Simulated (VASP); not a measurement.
Set up this calculation in VASP 6.6.1, as the native input.

| Item | Value |
| --- | --- |
| Task | single point |
| Functional | PBEsol |
| Potentials or basis | VASP PAW PBE potentials, release 64 (Mo_sv) |
| Cutoff | 520 eV |
| k mesh | 16 × 16 × 1 |
| Occupations | methfessel-paxton, width 0.1 eV |
| Spin | no spin polarisation |
| Dipole correction | no |
| Further INCAR settings | ALGO = Normal; EDIFF = 1e-06; NBANDS = 43 |

The structure of Mo lies in POSCAR:

```
Mo
1.0
    3.1350000000      0.0000000000      0.0000000000
    0.0000000000      3.1350000000      0.0000000000
    0.0000000000      0.0000000000     18.2700000000
Mo
5
Direct
    0.0000000000      0.0000000000      0.3284072250
    0.5000000000      0.5000000000      0.4142036125
    0.0000000000      0.0000000000      0.5000000000
    0.5000000000      0.5000000000      0.5857963875
    0.0000000000      0.0000000000      0.6715927750
```

One way to write it, as run:

INCAR

```
SYSTEM = Mo
PREC = Accurate
ENCUT = 520
EDIFF = 1E-6
ISMEAR = 1
SIGMA = 0.1
LREAL = .False.
LASPH = .True.
NELM = 80
ALGO = Normal
ISIF = 2
LWAVE = .False.
LCHARG = .False.
GGA = PS
NBANDS = 43
```

KPOINTS

```
Automatic mesh
0
Gamma
  16 16 1
  0 0 0
```

Potentials or basis: VASP PAW PBE potentials, release 64 (Mo_sv).

Command:

```console
$ cat potpaw_PBE.64/Mo_sv/POTCAR > POTCAR
$ mpirun -np 1 vasp_std > vasp.out
```

Results of the run:

| Property | Result |
| --- | --- |
| Largest force | 1.440 eV/Å |
| Band gap on the k mesh | zero (bands 35 and 36 overlap by 1.81 eV) |

Caveat: there is no dipole correction, which matters where the two faces differ; the PAW data sets were made with another functional, which shifts forces and pressure a little.

Wall time 3.5 min on 1 thread of Intel(R) Xeon(R) 6975P-C (Granite Rapids), on a shared host, peak memory 0.41 GiB.
